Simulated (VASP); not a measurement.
I, 4 atoms in the cell. The structure is orthorhombic, space group Cmce (No. 64). The conventional cell has a = 7.318 Å, b = 4.822 Å, c = 9.858 Å, α = 90.00°, β = 90.00°, γ = 90.00°. Within 3.6 Å of I (site symmetry m) lie 3 I at 2.70 to 3.58 Å.  This cell differs from its parent crystal: volume scaled by 1.02.

```yaml
Program: VASP 6.6.1
Task: single point
Functional: LDA
Potentials_or_basis: VASP PAW LDA potentials, release 64 (I)
Cutoff: 520 eV
k_mesh: 7 × 7 × 3
Occupations: fermi-dirac, width 0.05 eV
Spin: no spin polarisation
Dipole_correction: no
Further_INCAR_settings: ALGO = Normal; EDIFF = 1e-07; NBANDS = 22
```

Potentials or basis: VASP PAW LDA potentials, release 64 (I).

Command:

```sh
$ cat potpaw_LDA.64/I/POTCAR > POTCAR
$ mpirun -np 1 vasp_std > vasp.out
```

Hardware: 1 thread of Intel(R) Xeon(R) 6975P-C (Granite Rapids), on a shared host.

**Question.** Estimate the wall time of this run.

**Answer.** Run time: 67 s on 1 thread of Intel(R) Xeon(R) 6975P-C (Granite Rapids) (shared host), peak memory 0.28 GiB. Counts: scf iterations 15, k points 32.
